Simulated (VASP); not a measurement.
# YAl3N4 (sol) (Cm) in VASP: further runs

Runs on YAl3N4 (sol). Level: PBEsol. Tasks: single point.

Everything below comes from runs of VASP 6.6.1. Logs are shortened: lines on timing, memory, paths and dates and some standing lists are left out, and cuts for length are marked.

## Step 1: The cell of the first run

The structure is monoclinic, space group Cm (No. 8). Conventional cell: a = 11.830 Å, b = 3.284 Å, c = 5.688 Å, α = 90.00°, β = 118.74°, γ = 90.00°. Y (site symmetry m) has 4 N at 1.98 to 1.99 Å within 2.6 Å. Within 2.6 Å of Al (site symmetry m) lie 4 N at 1.98 to 1.99 Å. Within 2.6 Å of Al (site symmetry m) lie 4 N at 1.98 to 1.99 Å. Within 2.6 Å of Al (site symmetry m) lie 4 N at 1.98 to 1.99 Å. N (site symmetry m) has 1 Y at 1.98 Å and 3 Al at 1.99 Å within 2.6 Å. Within 2.6 Å of N (site symmetry m) lie 4 Al at 1.98 to 1.99 Å. N (site symmetry m) has 2 Al at 1.98 to 1.99 Å and 2 Y at 1.99 Å within 2.6 Å. Within 2.6 Å of N (site symmetry m) lie 3 Al at 1.98 to 1.99 Å and 1 Y at 1.99 Å.

## Step 2: Single point, PBEsol

Input file INCAR:

```
  PREC = Accurate
  ENCUT = 600
  EDIFF = 1E-6
  ISMEAR = 0
  SIGMA = 0.1
  LREAL = F
  LASPH = T
  NELM = 120
  ALGO = Normal
  ISIF = 2
  LWAVE = F
  LCHARG = T
  GGA = PS
  LELF = T
  LVHAR = T
  NBANDS = 30
  GGA_COMPAT = F
```

Input file KPOINTS:

```
Automatic mesh
0
Gamma
  6 6 6
```

Input file POSCAR:

```
YAl3N4
1.0
   -3.2840000000      0.0000000000      0.0000000000
    0.0000000000      5.6880548521      0.0000000000
    1.6420000000     -2.8440274260     -5.1865000000
Y Al N
1 3 4
Direct
    0.0000000000      0.3333333300      0.0000000000
    0.5000000000      0.8333333300      0.0000000000
    0.7500000000      0.4166666700      0.5000000000
    0.2500000000      0.9166666700      0.5000000000
    0.8090000000      0.1423333300      0.6180000000
    0.3090000000      0.6423333300      0.6180000000
    0.5590000000      0.2256666700      0.1180000000
    0.0590000000      0.7256666700      0.1180000000
```

Potentials or basis: VASP PAW PBE potentials, release 64 (Y_sv, Al, N).

On the command line:

```sh
$ cat potpaw_PBE.64/Y_sv/POTCAR potpaw_PBE.64/Al/POTCAR potpaw_PBE.64/N/POTCAR > POTCAR
$ mpirun -np 1 vasp_std > vasp.out
```

OUTCAR:

```text
PREC = Accurate
   ENCUT = 600
   EDIFF = 1E-6
   ISMEAR = 0
   LREAL = F
   LASPH = T
   NELM = 120
   ISIF = 2
   GGA = PS

 ion  position               nearest neighbor table
   1  0.000  0.333  0.000-   5 1.98   7 1.99   7 1.99   8 1.99   3 3.21   3 3.21   4 3.21   4 3.21
                             3 3.21   4 3.21   2 3.28   2 3.28   2 3.28   2 3.28
   2  0.500  0.833  0.000-   6 1.98   8 1.99   8 1.99   7 1.99   4 3.21   4 3.21   3 3.21   3 3.21
                             4 3.21   3 3.21   1 3.28   1 3.28   1 3.28   1 3.28
   3  0.750  0.417  0.500-   7 1.98   6 1.99   6 1.99   5 1.99   1 3.21   1 3.21   2 3.21   2 3.21
                             1 3.21   2 3.21   4 3.28   4 3.28   4 3.28   4 3.28
   4  0.250  0.917  0.500-   8 1.98   5 1.99   5 1.99   6 1.99   2 3.21   2 3.21   1 3.21   1 3.21
                             2 3.21   1 3.21   3 3.28   3 3.28   3 3.28   3 3.28
   5  0.809  0.142  0.618-   1 1.98   4 1.99   4 1.99   3 1.99
   6  0.309  0.642  0.618-   2 1.98   3 1.99   3 1.99   4 1.99
   7  0.559  0.226  0.118-   3 1.98   1 1.99   1 1.99   2 1.99
   8  0.059  0.726  0.118-   4 1.98   2 1.99   2 1.99   1 1.99

  LATTYP: Found a body centered orthorhombic cell.
 ALAT       =     3.2840000000
 B/A-ratio  =     1.7320508076
 C/A-ratio  =     3.1586479903

  Lattice vectors:

 A1 = (  -1.6420000000,   2.8440274260,   5.1865000000)
 A2 = (   1.6420000000,  -2.8440274261,   5.1865000000)
 A3 = (   1.6420000000,   2.8440274261,  -5.1865000000)

Analysis of symmetry for initial positions (statically):
=====================================================================
 Subroutine PRICEL returns:
 Original cell was already a primitive cell.

 Routine SETGRP: Setting up the symmetry group for a
 body centered orthorhombic supercell.

 Subroutine GETGRP returns: Found  2 space group operations
 (whereof  2 operations were pure point group operations)
 out of a pool of  8 trial point group operations.

The static configuration has the point symmetry C_1h.

Analysis of symmetry for dynamics (positions and initial velocities):
=====================================================================
 Subroutine PRICEL returns:
 Original cell was already a primitive cell.

 Routine SETGRP: Setting up the symmetry group for a
 body centered orthorhombic supercell.

 Subroutine GETGRP returns: Found  2 space group operations
 (whereof  2 operations were pure point group operations)
 out of a pool of  8 trial point group operations.

The dynamic configuration has the point symmetry C_1h.

[... 110 lines left out ...]
   EDIFF  = 0.1E-05   stopping-criterion for ELM
   LREAL  =      F    real-space projection
   EDIFFG = 0.1E-04   stopping-criterion for IOM
   NSW    =      0    number of steps for IOM
   IBRION =     -1    ionic relax: 0-MD 1-quasi-New 2-CG
   NFREE  =      0    steps in history (QN), initial steepest desc. (CG)
   ISIF   =      2    stress and relaxation
   ISYM   =      2    0-nonsym 1-usesym 2-fastsym
   POTIM  = 0.5000    time-step for ionic-motion
   TEBEG  =    0.0;   TEEND  =   0.0 temperature during run
   PSTRESS=    0.0 pullay stress
   NELECT =      40.0000    total number of electrons
   NUPDOWN=      -1.0000    fix difference up-down
   EMIN   =  10.00;   EMAX   =-10.00  energy-range for DOS
   EFERMI =   0.00;   METHOD = LEGACY
   ISMEAR =     0;   SIGMA  =   0.10  broadening in eV -4-tet -1-fermi 0-gaus
   EFERMI_NEDOS =   21; number of points for ismear=-14 and -15
   IALGO  =     38    algorithm
   IMIX   =      4    mixing-type and parameters
     AMIX     =   0.40;   BMIX     =  1.00
     AMIX_MAG =   1.60;   BMIX_MAG =  1.00
  volume/ion in A,a.u.               =      12.11        81.72
  Fermi-wavevector in a.u.,A,eV,Ry     =   1.219030  2.303633 20.218722  1.486034
  Thomas-Fermi vector in A             =   2.354296
   LORBIT       =      0    0 simple, 1 ext, 2 COOP (PROOUT), +10 PAW based schemes
   GGA     = PS    functional components
   LHFCALC =     F    Hartree Fock is set to
   AEXX    =    0.0000 exact exchange contribution
   IVDW    =     0    specifies the selected vdW correction
   LEPSILON=     F    determine dielectric tensor
   LRPA    =     F    only Hartree local field effects (RPA)
 non-spin polarized calculation
 Gauss-broadening in eV      SIGMA  =   0.10
  energy-cutoff  :      600.00
  volume of cell :       96.88
 maximum number of plane-waves:      3265
 NGX is ok and might be reduce to    28
   NGX = 13   NGY = 23   NGZ = 25

 number of electron      40.0000000 magnetization

 Free energy of the ion-electron system (eV)
  ---------------------------------------------------
  ext. energy  EPLUGINS =         0.00000000
  ---------------------------------------------------
  free energy    TOTEN  =       -62.32979446 eV

  energy without entropy =      -62.32979446  energy(sigma->0) =      -62.32979446

 E-fermi :   5.7738     XC(G=0): -10.8791

 val. band max:        5.1992015096   @ k =   0.5000   0.5000  -0.0000
 cond. band min:       7.4158899659   @ k =   0.0000   0.0000   0.0000
 fundamental gap:      2.2166884563
 Fermi energy:         5.7737779079

 k-point     1 :       0.0000    0.0000    0.0000
  band No.  band energies     occupation
      1     -33.3960      2.00000
      2     -14.5717      2.00000
      3     -14.5105      2.00000
      4     -13.5920      2.00000
      5      -9.4607      2.00000
      6      -7.8257      2.00000
[... 781 lines left out ...]
     29      13.4586      0.00000
     30      13.6770      0.00000

 [... further k-points ...]
[... 5 lines left out ...]
  --------------------------------------------------------------------------------------
  -------------------------------------------------------------------------------------
  Total        4.0568578      4.5501494      5.0040238      0.0000000     -0.1574393      0.0000000
  in kB       67.0901966     75.2479945     82.7539326      0.0000000     -2.6036484      0.0000000
  external PRESSURE =      75.0307079 kB  Pullay stress =       0.0000000 kB

 VOLUME and BASIS-vectors are now :
 -----------------------------------------------------------------------------
  energy-cutoff  :      600.00
  volume of cell :       96.88
      direct lattice vectors                 reciprocal lattice vectors
    -3.284000000  0.000000000  0.000000000    -0.304506699  0.000000000 -0.096404126
     0.000000000  5.688054852  0.000000000     0.000000000  0.175807025 -0.096404126
     1.642000000 -2.844027426 -5.186500000     0.000000000  0.000000000 -0.192808252

 POSITION                                       TOTAL-FORCE (eV/Angst)
 -----------------------------------------------------------------------------------
      0.00000      1.89602      0.00000        -0.000000     -0.512596     -1.168031
     -1.64200      4.74005      0.00000        -0.000000      0.432147     -0.766663
     -1.64200      0.94801     -2.59325         0.000000     -0.400105      0.473588
      0.00000      3.79204     -2.59325         0.000000      0.425698      0.557424
     -1.64200     -0.94801     -3.20526         0.000000     -0.077770      5.633824
      0.00000      1.89602     -3.20526         0.000000      0.036721      0.085760
     -1.64200      0.94801     -0.61201         0.000000     -5.172864     -3.305647
      0.00000      3.79204     -0.61201         0.000000      5.268771     -1.510256
 -----------------------------------------------------------------------------------
    total drift:                                0.000029     -0.000204     -0.000071

  FREE ENERGIE OF THE ION-ELECTRON SYSTEM (eV)
  ---------------------------------------------------
  free  energy   TOTEN  =       -62.3297944570 eV

  energy  without entropy=      -62.3297944570  energy(sigma->0) =      -62.32979446
```

OSZICAR:

```text
N       E                     dE             d eps       ncg     rms          rms(c)
DAV:   1     0.209876996447E+03    0.20988E+03   -0.20981E+04  4080   0.139E+03
DAV:   2    -0.535131318617E+02   -0.26339E+03   -0.25226E+03  5170   0.308E+02
DAV:   3    -0.719994738576E+02   -0.18486E+02   -0.18371E+02  5842   0.793E+01
DAV:   4    -0.726975637562E+02   -0.69809E+00   -0.69692E+00  6032   0.124E+01
DAV:   5    -0.727071962244E+02   -0.96325E-02   -0.96319E-02  5250   0.149E+00    0.765E+01
DAV:   6    -0.622896849671E+02    0.10418E+02   -0.40460E+01  4844   0.345E+01    0.500E+01
DAV:   7    -0.623542140850E+02   -0.64529E-01   -0.28575E+00  5168   0.863E+00    0.180E+01
DAV:   8    -0.623377696336E+02    0.16444E-01   -0.23345E-01  5150   0.308E+00    0.157E+00
DAV:   9    -0.623311580439E+02    0.66116E-02   -0.47483E-02  5176   0.128E+00    0.695E-01
DAV:  10    -0.623299055474E+02    0.12525E-02   -0.60827E-03  4860   0.537E-01    0.278E-01
DAV:  11    -0.623298302376E+02    0.75310E-04   -0.27115E-03  6180   0.286E-01    0.131E-01
DAV:  12    -0.623297917469E+02    0.38491E-04   -0.29478E-04  5258   0.125E-01    0.393E-02
DAV:  13    -0.623297947493E+02   -0.30024E-05   -0.59371E-05  4880   0.509E-02    0.122E-02
DAV:  14    -0.623297944570E+02    0.29238E-06   -0.84087E-06  5076   0.170E-02
   1 F= -.62329794E+02 E0= -.62329794E+02  d E =-.374504E-17
```

Wall time 3.7 min (1 thread of Intel Xeon 6975P-C, shared host); peak memory 0.42 GiB.

Results:

* Free energy: -62.3298 eV
* Pressure: 7.5 GPa
* Largest force: 6.139 eV/Å
* Band gap on the k mesh: 2.22 eV, indirect (least direct gap 2.93 eV)

Forces in eV/Å, atoms in the order of the input:
```
Y    0.000 -0.513 -1.168
Al   0.000  0.432 -0.767
Al   0.000 -0.400  0.474
Al   0.000  0.426  0.557
N    0.000 -0.078  5.634
N    0.000  0.037  0.086
N    0.000 -5.173 -3.306
N    0.000  5.269 -1.510
```

Caveat: the PAW data sets were made with another functional, which shifts forces and pressure a little. As with any semilocal functional, this PBEsol gap is likely too small.

## Step 3: Single point, PBEsol

This run uses another cell than the first one, of 12.17 Å³/atom, 1.005 times its volume.

Input file INCAR:

```
SYSTEM = YAl3N4
PREC = Accurate
ENCUT = 600
EDIFF = 1E-6
ISMEAR = 0
SIGMA = 0.1
LREAL = .FALSE.
LASPH = .TRUE.
NELM = 120
ALGO = Normal
ISIF = 2
LWAVE = .FALSE.
LCHARG = .TRUE.
GGA = PS
LELF = .TRUE.
LVHAR = .TRUE.
NBANDS = 30
GGA_COMPAT = .FALSE.
```

Input file KPOINTS:

```
Automatic mesh
0
G
  6 6 6
  0 0 0
```

Input file POSCAR:

```
YAl3N4
1.0
   -3.2739134893      0.0000000000      0.0000000000
    0.0000000000      5.7310961516      0.0253324369
    1.6369567446     -2.8886467777     -5.2030577698
Y Al N
1 3 4
Direct
    0.0045087402      0.3302883601      0.0090174805
    0.5018380805      0.8396118548      0.0036761611
    0.7557577519      0.4184867606      0.5115155038
    0.2406178959      0.9158617490      0.4812357917
    0.7922898238      0.1212060477      0.5845796477
    0.3074498942      0.6473229445      0.6148997884
    0.5770148045      0.2097680624      0.1540296090
    0.0565230089      0.7534542210      0.1130460179
```

Potentials or basis: VASP PAW PBE potentials, release 64 (Y_sv, Al, N).

On the command line:

```sh
$ cat potpaw_PBE.64/Y_sv/POTCAR potpaw_PBE.64/Al/POTCAR potpaw_PBE.64/N/POTCAR > POTCAR
$ mpirun -np 1 vasp_std > vasp.out
```

Run time: 4.3 min. Hardware: 1 thread of Intel Xeon 6975P-C, shared host; peak memory 0.42 GiB.

It converged, with:

```yaml
Free_energy: -64.0718 eV
Pressure: -0.2 GPa
Largest_force: 0.039 eV/Å
Band_gap_on_the_k_mesh: 2.41 eV, indirect (least direct gap 2.99 eV)
```

Forces in eV/Å, atoms in the order of the input:
```
Y    0.000 -0.011 -0.002
Al   0.000  0.002  0.009
Al   0.000  0.001 -0.018
Al   0.000  0.008 -0.019
N    0.000 -0.016 -0.011
N    0.000  0.011 -0.008
N    0.000  0.012  0.037
N    0.000 -0.007  0.014
```

Stress tensor (GPa, compression positive):
```
-0.24  0.00  0.00
 0.00 -0.13 -0.08
 0.00 -0.08 -0.09
```

Levels at points of the mesh, in eV from the valence-band top:
```csv
k point,band 16,band 17,band 18,band 19,band 20,band 21,band 22,band 23,band 24,band 25
"(0.00, 0.00, 0.00)",-1.00,-0.93,-0.88,-0.84,-0.58,2.41,3.91,3.98,4.68,6.42
"(0.50, 0.00, 0.00)",-2.10,-1.45,-1.16,-0.59,-0.30,4.08,4.38,4.70,5.86,6.09
"(0.00, 0.50, 0.00)",-1.50,-1.25,-0.99,-0.66,-0.51,3.68,4.73,5.03,6.00,6.37
"(0.50, 0.50, 0.00)",-1.99,-1.95,-1.41,-0.34,0.00,3.55,4.10,4.26,5.06,5.82
"(0.00, 0.00, 0.50)",-1.38,-1.33,-0.91,-0.74,-0.72,3.57,3.86,4.55,5.80,6.19
"(0.00, 0.50, 0.50)",-1.46,-1.42,-1.32,-0.45,-0.28,3.89,4.65,4.95,5.41,6.27
```

Caveat: the PAW data sets were made with another functional, which shifts forces and pressure a little.

## Step 4: Single point, PBEsol

This run uses another cell than the first one, of 12.18 Å³/atom, 1.005 times its volume.

Input file INCAR:

```
SYSTEM = YAl3N4
ALGO     = Normal         ! electronic algorithm
EDIFF    = 1E-6           ! SCF threshold, eV
ENCUT    = 600            ! plane-wave cutoff, eV
GGA      = PS             ! functional
GGA_COMPAT= .False.      
ISIF     = 2              ! what is computed and relaxed
ISMEAR   = 0              ! smearing method
LASPH    = .True.         ! aspherical terms in the spheres
LCHARG   = .False.        ! write CHGCAR
LREAL    = .False.        ! projectors in reciprocal space
LWAVE    = .False.        ! write WAVECAR
NBANDS   = 30             ! bands
NELM     = 120            ! most SCF steps
PREC     = Accurate       ! precision mode
SIGMA    = 0.02           ! smearing width, eV
```

Input file KPOINTS:

```
k-points
0
Gamma
  10 6 10
  0 0 0
```

Input file POSCAR:

```
YAl3N4
1.0
   -3.2735965253      0.0000000000      0.0000000000
    0.0000000000      5.7360785019      0.0222478813
    1.6367982626     -2.8883776132     -5.1985472398
Y Al N
1 3 4
Direct
    0.0048918655      0.3307999039      0.0097837311
    0.5016555165      0.8395219661      0.0033110331
    0.7557817574      0.4182570713      0.5115635148
    0.2407149911      0.9162709320      0.4814299821
    0.7924826864      0.1212822395      0.5849653727
    0.3071993906      0.6471092900      0.6143987811
    0.5768275104      0.2092211044      0.1536550207
    0.0564462822      0.7535374929      0.1128925645
```

On the command line:

```sh
$ cat potpaw_PBE.64/Y_sv/POTCAR potpaw_PBE.64/Al/POTCAR potpaw_PBE.64/N/POTCAR > POTCAR
$ mpirun -np 1 vasp_std > vasp.out
```

Run time: 11 min. Hardware: 1 thread of Intel Xeon 6975P-C, shared host; peak memory 0.69 GiB.

Results (log left out):

```
Free energy            : -64.0728 eV
Pressure               : -0.2 GPa
Largest force          : 0.016 eV/Å
Band gap on the k mesh : 2.40 eV, indirect (least direct gap 2.99 eV)
```

Forces in eV/Å, atoms in the order of the input:
```
Y    0.000  0.011  0.010
Al   0.000 -0.006  0.010
Al   0.000  0.006 -0.010
Al   0.000 -0.008 -0.009
N    0.000 -0.001 -0.015
N    0.000  0.001 -0.005
N    0.000  0.009  0.010
N    0.000 -0.013  0.009
```

Levels at points of the mesh, in eV from the valence-band top:
```csv
k point,band 17,band 18,band 19,band 20,band 21,band 22,band 23,band 24
"(0.00, 0.00, 0.00)",-0.93,-0.90,-0.85,-0.58,2.40,3.91,3.98,4.67
"(0.50, 0.00, 0.00)",-1.45,-1.16,-0.60,-0.31,4.07,4.37,4.69,5.85
"(0.00, 0.50, 0.00)",-1.25,-0.99,-0.67,-0.51,3.67,4.72,5.02,6.00
"(0.50, 0.50, 0.00)",-1.97,-1.42,-0.35,0.00,3.54,4.10,4.25,5.07
"(0.00, 0.00, 0.50)",-1.33,-0.92,-0.74,-0.73,3.57,3.85,4.54,5.80
"(0.00, 0.50, 0.50)",-1.42,-1.33,-0.46,-0.30,3.89,4.65,4.94,5.41
```

Caveat: the PAW data sets were made with another functional, which shifts forces and pressure a little. Expect the measured gap to be larger: semilocal functionals such as PBEsol lack the derivative discontinuity.

## Step 5: Summary

```tsv
cell	k mesh	smearing	gap on the mesh (eV)	pressure (GPa)	largest force (eV/Å)
a = 3.284, b = 5.688, c = 6.139 Å, angles 117.6, 105.5, 90.0°, 8 atoms	6 × 6 × 6	gaussian 0.1 eV	2.22	7.5	6.14
a = 3.274, b = 5.731, c = 6.172 Å, angles 118.1, 105.4, 90.0°, 8 atoms	6 × 6 × 6	gaussian 0.1 eV	2.41	-0.2	0.04
a = 3.274, b = 5.736, c = 6.168 Å, angles 118.1, 105.4, 90.0°, 8 atoms	10 × 6 × 10	gaussian 0.02 eV	2.40	-0.2	0.02
```

Alike in all rows: task single point; level PBEsol; potentials or basis VASP PAW PBE potentials, release 64 (Y_sv, Al, N); no spin polarisation; cutoff (eV) 600.

Caveats: the PAW data sets were made with another functional, which shifts forces and pressure a little.

Total energies depend on the potentials used, so only differences within one code and one set of settings carry meaning.
